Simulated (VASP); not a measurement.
# ZnSe (I-4m2) in VASP: a series of runs

The runs below take ZnSe through single point, relaxation of cell and atoms, with PBE.

Everything below comes from runs of VASP 6.6.1. Logs are shortened: lines on timing, memory, paths and dates and some standing lists are left out, and cuts for length are marked.

## 1. The cell of the first run

Symmetry: I-4m2, No. 119, tetragonal system. The conventional cell has a = 4.138 Å, b = 4.138 Å, c = 4.855 Å, α = 90.00°, β = 90.00°, γ = 90.00°. Zn (site symmetry -4m2) has 4 Se at 2.40 Å within 3.2 Å. Se (site symmetry -4m2) has 4 Zn at 2.40 Å within 3.2 Å.

## 2. Single point, PBE

Input file INCAR:

```
SYSTEM = ZnSe
PREC = Accurate
ENCUT = 520
EDIFF = 1E-6
ISMEAR = 0
SIGMA = 0.1
LREAL = .False.
LASPH = .True.
NELM = 80
ALGO = Normal
ISIF = 2
LWAVE = .False.
LCHARG = .True.
GGA = PE
LELF = .True.
LVHAR = .True.
NBANDS = 16
```

Input file KPOINTS:

```
Automatic mesh
0
Gamma
  6 6 6
  0 0 0
```

Input file POSCAR:

```
ZnSe
1.0
   -2.0690090000      2.0690090000      2.4273304500
    2.0690090000     -2.0690090000      2.4273304500
    2.0690090000      2.0690090000     -2.4273304500
Zn Se
1 1
Direct
    0.2500000000      0.7500000000      0.5000000000
    0.5000000000      0.5000000000      0.0000000000
```

Potentials or basis: VASP PAW PBE potentials, release 64 (Zn, Se).

Run with:

```console
$ cat potpaw_PBE.64/Zn/POTCAR potpaw_PBE.64/Se/POTCAR > POTCAR
$ mpirun -np 1 vasp_std > vasp.out
```

OUTCAR:

```text
SYSTEM = ZnSe
   PREC = Accurate
   ENCUT = 520
   EDIFF = 1E-6
   ISMEAR = 0
   LREAL = .False.
   LASPH = .True.
   NELM = 80
   ISIF = 2
   GGA = PE

 ion  position               nearest neighbor table
   1  0.250  0.750  0.500-   2 2.40   2 2.40   2 2.40   2 2.40
   2  0.500  0.500  0.000-   1 2.40   1 2.40   1 2.40   1 2.40

  LATTYP: Found a body centered tetragonal cell.
 ALAT       =     4.1380180000
 C/A-ratio  =     1.1731850611

  Lattice vectors:

 A1 = (  -2.0690090000,   2.0690090000,   2.4273304500)
 A2 = (   2.0690090000,  -2.0690090000,   2.4273304500)
 A3 = (   2.0690090000,   2.0690090000,  -2.4273304500)

Analysis of symmetry for initial positions (statically):
=====================================================================
 Subroutine PRICEL returns:
 Original cell was already a primitive cell.

 Routine SETGRP: Setting up the symmetry group for a
 body centered tetragonal supercell.

 Subroutine GETGRP returns: Found  8 space group operations
 (whereof  8 operations were pure point group operations)
 out of a pool of 16 trial point group operations.

The static configuration has the point symmetry D_2d.

Analysis of symmetry for dynamics (positions and initial velocities):
=====================================================================
 Subroutine PRICEL returns:
 Original cell was already a primitive cell.

 Routine SETGRP: Setting up the symmetry group for a
 body centered tetragonal supercell.

 Subroutine GETGRP returns: Found  8 space group operations
 (whereof  8 operations were pure point group operations)
 out of a pool of 16 trial point group operations.

The dynamic configuration has the point symmetry D_2d.

 Subroutine INISYM returns: Found  8 space group operations
 (whereof  8 operations are pure point group operations),
 and found     1 'primitive' translations

----------------------------------------------------------------------------------------

                                     Primitive cell

  volume of cell :      41.5636

  direct lattice vectors                    reciprocal lattice vectors
    -2.069009000  2.069009000  2.427330450     0.000000000  0.241661588  0.205987611
     2.069009000 -2.069009000  2.427330450     0.241661588  0.000000000  0.205987611
[... 76 lines left out ...]
   PREC   = accura    normal or accurate (medium, high low for compatibility)
   ISTART =      0    job   : 0-new  1-cont  2-samecut
   ICHARG =      2    charge: 1-file 2-atom 10-const
   ISPIN  =      1    spin polarized calculation?
   LNONCOLLINEAR =      F non collinear calculations
   LSORBIT =      F    spin-orbit coupling
   LASPH  =      T    aspherical Exc in radial PAW
   ENCUT  =  520.0 eV  38.22 Ry    6.18 a.u.   7.07  7.07  7.07*2*pi/ulx,y,z
   NELM   =     80;   NELMIN=  2; NELMDL= -5     # of ELM steps
   EDIFF  = 0.1E-05   stopping-criterion for ELM
   LREAL  =      F    real-space projection
   EDIFFG = 0.1E-04   stopping-criterion for IOM
   NSW    =      0    number of steps for IOM
   IBRION =     -1    ionic relax: 0-MD 1-quasi-New 2-CG
   NFREE  =      0    steps in history (QN), initial steepest desc. (CG)
   ISIF   =      2    stress and relaxation
   ISYM   =      2    0-nonsym 1-usesym 2-fastsym
   POTIM  = 0.5000    time-step for ionic-motion
   TEBEG  =    0.0;   TEEND  =   0.0 temperature during run
   PSTRESS=    0.0 pullay stress
   NELECT =      18.0000    total number of electrons
   NUPDOWN=      -1.0000    fix difference up-down
   EMIN   =  10.00;   EMAX   =-10.00  energy-range for DOS
   EFERMI =   0.00;   METHOD = LEGACY
   ISMEAR =     0;   SIGMA  =   0.10  broadening in eV -4-tet -1-fermi 0-gaus
   EFERMI_NEDOS =   21; number of points for ismear=-14 and -15
   IALGO  =     38    algorithm
   IMIX   =      4    mixing-type and parameters
     AMIX     =   0.40;   BMIX     =  1.00
     AMIX_MAG =   1.60;   BMIX_MAG =  1.00
  volume/ion in A,a.u.               =      20.78       140.24
  Fermi-wavevector in a.u.,A,eV,Ry     =   1.238591  2.340597 20.872789  1.534107
  Thomas-Fermi vector in A             =   2.373110
   LORBIT       =      0    0 simple, 1 ext, 2 COOP (PROOUT), +10 PAW based schemes
   GGA     = PE    functional components
   LHFCALC =     F    Hartree Fock is set to
   AEXX    =    0.0000 exact exchange contribution
   IVDW    =     0    specifies the selected vdW correction
   LEPSILON=     F    determine dielectric tensor
   LRPA    =     F    only Hartree local field effects (RPA)
 non-spin polarized calculation
 Gauss-broadening in eV      SIGMA  =   0.10
  energy-cutoff  :      520.00
  volume of cell :       41.56
 maximum number of plane-waves:      1138
   NGX = 15   NGY = 15   NGZ = 15

 number of electron      17.9999994 magnetization

 Free energy of the ion-electron system (eV)
  ---------------------------------------------------
  ext. energy  EPLUGINS =         0.00000000
  ---------------------------------------------------
  free energy    TOTEN  =        -5.80865717 eV

  energy without entropy =       -5.80865717  energy(sigma->0) =       -5.80865717

 E-fermi :   3.1393     XC(G=0):  -9.7770

 val. band max:        2.7227342085   @ k =   0.0000   0.0000   0.0000
 cond. band min:       3.9741457677   @ k =   0.0000   0.0000   0.0000
 fundamental gap:      1.2514115591
 Fermi energy:         3.1392682326

 k-point     1 :       0.0000    0.0000    0.0000
  band No.  band energies     occupation
      1     -11.3880      2.00000
      2      -4.4601      2.00000
      3      -4.4601      2.00000
      4      -4.3910      2.00000
      5      -4.0535      2.00000
      6      -4.0072      2.00000
[... 433 lines left out ...]
      3      -4.3714      2.00000
      4      -4.3224      2.00000
      5      -3.9910      2.00000
      6      -3.9890      2.00000
[... 8 lines left out ...]
     15      14.5925      0.00000
     16      15.7385      0.00000

 [... further k-points ...]
[... 5 lines left out ...]
  --------------------------------------------------------------------------------------
  -------------------------------------------------------------------------------------
  Total        1.9693028      1.9693028      2.8190948      0.0000000     -0.0000000      0.0000000
  in kB       75.9118220     75.9118220    108.6692346      0.0000000     -0.0000000      0.0000000
  external PRESSURE =      86.8309595 kB  Pullay stress =       0.0000000 kB

 VOLUME and BASIS-vectors are now :
 -----------------------------------------------------------------------------
  energy-cutoff  :      520.00
  volume of cell :       41.56
      direct lattice vectors                 reciprocal lattice vectors
    -2.069009000  2.069009000  2.427330450     0.000000000  0.241661588  0.205987611
     2.069009000 -2.069009000  2.427330450     0.241661588  0.000000000  0.205987611
     2.069009000  2.069009000 -2.427330450     0.241661588  0.241661588  0.000000000

 POSITION                                       TOTAL-FORCE (eV/Angst)
 -----------------------------------------------------------------------------------
      2.06901     -0.00000      1.21367        -0.000000      0.000000      0.000000
      0.00000      0.00000      2.42733         0.000000     -0.000000     -0.000000
 -----------------------------------------------------------------------------------
    total drift:                               -0.000001      0.000001     -0.000000

  FREE ENERGIE OF THE ION-ELECTRON SYSTEM (eV)
  ---------------------------------------------------
  free  energy   TOTEN  =        -5.8086571656 eV

  energy  without entropy=       -5.8086571656  energy(sigma->0) =       -5.80865717
```

OSZICAR:

```text
N       E                     dE             d eps       ncg     rms          rms(c)
DAV:   1     0.886453679102E+02    0.88645E+02   -0.87504E+03   960   0.131E+03
DAV:   2    -0.938637473457E+00   -0.89584E+02   -0.84729E+02  1128   0.259E+02
DAV:   3    -0.607897638716E+01   -0.51403E+01   -0.51249E+01  1144   0.602E+01
DAV:   4    -0.611660223275E+01   -0.37626E-01   -0.37623E-01  1216   0.557E+00
DAV:   5    -0.611677211180E+01   -0.16988E-03   -0.16988E-03  1176   0.335E-01    0.551E+00
DAV:   6    -0.583248680697E+01    0.28429E+00   -0.54943E-01  1336   0.253E+01    0.414E+00
DAV:   7    -0.580919201119E+01    0.23295E-01   -0.17850E-01  1048   0.384E+00    0.174E+00
DAV:   8    -0.580851466118E+01    0.67735E-03   -0.51780E-03  1392   0.871E-01    0.501E-01
DAV:   9    -0.580858066593E+01   -0.66005E-04   -0.12950E-03  1104   0.293E-01    0.640E-02
DAV:  10    -0.580867162412E+01   -0.90958E-04   -0.24493E-04  1232   0.158E-01    0.251E-02
DAV:  11    -0.580865647403E+01    0.15150E-04   -0.46880E-05  1272   0.821E-02    0.588E-03
DAV:  12    -0.580865716559E+01   -0.69156E-06   -0.65109E-06  1152   0.173E-02
   1 F= -.58086572E+01 E0= -.58086572E+01  d E =-.761967E-11
```

stdout:

```text
POSCAR found type information on POSCAR ZnSe
 POSCAR found :  2 types and       2 ions
 scaLAPACK will be used
 LDA part: xc-table for (Slater+PW92), standard interpolation
 POSCAR, INCAR and KPOINTS ok, starting setup
 FFT: planning ... GRIDC
 FFT: planning ... GRID_SOFT
 FFT: planning ... GRID
 WAVECAR not read
 entering main loop
```

It took 43 s on 1 thread of Intel Xeon 6975P-C, shared host; peak memory 0.13 GiB.

Results:

| Item | Value |
| --- | --- |
| Free energy | -5.8087 eV |
| Pressure | 8.7 GPa |
| Band gap on the k mesh | 1.25 eV, direct |

Expect the measured gap to be larger: semilocal functionals such as PBE lack the derivative discontinuity.

## 3. Relaxation of cell and atoms, PBE

Input file INCAR:

```
SYSTEM = ZnSe
PREC     = Accurate       ! precision mode
ENCUT    = 600            ! plane-wave cutoff, eV
EDIFF    = 1E-6           ! SCF threshold, eV
ISMEAR   = 0              ! smearing method
SIGMA    = 0.1            ! smearing width, eV
LREAL    = .False.        ! projectors in reciprocal space
LASPH    = .True.         ! aspherical terms in the spheres
NELM     = 100            ! most SCF steps
ALGO     = Normal         ! electronic algorithm
ISIF     = 3              ! what is computed and relaxed
LWAVE    = .False.        ! write WAVECAR
LCHARG   = .False.        ! write CHGCAR
GGA      = PE             ! functional
IBRION   = 2              ! ionic algorithm
NSW      = 90             ! ionic steps
EDIFFG   = -0.04          ! ionic threshold
```

Input file KPOINTS:

```
regular mesh
0
Gamma
  6 6 6
  0 0 0
```

POSCAR is that of step 2.

Potentials or basis: VASP PAW PBE potentials, release 64 (Zn, Se).

Run with:

```console
$ cat potpaw_PBE.64/Zn/POTCAR potpaw_PBE.64/Se/POTCAR > POTCAR
$ mpirun -np 1 vasp_std > vasp.out
```

It took 4.4 min on 1 thread of Intel Xeon 6975P-C, shared host; peak memory 0.15 GiB.

The run converged. Its results:

- Free energy: -6.0266 eV
- Relaxed volume: 23.62 Å³/atom
- Relaxed cell: a = 4.056 Å, b = 4.056 Å, c = 4.056 Å, α = 119.95°, β = 119.95°, γ = 90.09°
- Space group after relaxing (to 0.05 Å): F-43m (No. 216)
- Energy gained by relaxing: 109.1 meV/atom
- Ionic steps: 10
- Pressure after relaxing: 0.1 GPa
- Band gap on the k mesh: 1.14 eV, direct

The path:
```
step  energy change (eV)  largest force (eV/Å)  pressure (GPa)  volume (Å³)
   1              0.0000                0.0000            8.63        41.56
   2             -0.1294                0.0000           -2.02        48.67
   3             -0.1378                0.0000           -0.30        47.06
   4             -0.1612                0.0000           -0.31        47.21
   5             -0.2090                0.0000           -0.32        47.50
   6             -0.1643                0.0000           -0.34        47.36
   7             -0.2174                0.0000           -0.27        47.55
   8             -0.2178                0.0000           -0.31        47.55
   9             -0.2178                0.0000            0.49        46.96
  10             -0.2181                0.0000            0.09        47.23
```

Final structure:
```
CELL_PARAMETERS angstrom
-2.02983 2.02983 2.86598
2.02983 -2.02983 2.86598
2.02983 2.02983 -2.86598
ATOMIC_POSITIONS crystal
Zn 0.25000 0.75000 0.50000
Se 0.50000 0.50000 0.00000
```

Levels at points of the mesh, in eV from the valence-band top:
| k point | band 6 | band 7 | band 8 | band 9 | band 10 | band 11 | band 12 | band 13 |
| --- | --- | --- | --- | --- | --- | --- | --- | --- |
| (0.00, 0.00, 0.00) | -6.09 | -0.01 | -0.01 | 0.00 | 1.14 | 5.80 | 5.80 | 5.80 |
| (0.50, 0.00, 0.00) | -5.94 | -5.00 | -0.82 | -0.81 | 2.47 | 6.37 | 6.39 | 8.47 |
| (0.50, 0.50, 0.00) | -5.92 | -4.60 | -2.06 | -2.06 | 3.06 | 3.46 | 10.47 | 10.99 |
| (0.50, 0.50, 0.50) | -5.92 | -4.59 | -2.07 | -2.07 | 3.06 | 3.44 | 10.48 | 10.99 |

As with any semilocal functional, this PBE gap is likely too small.
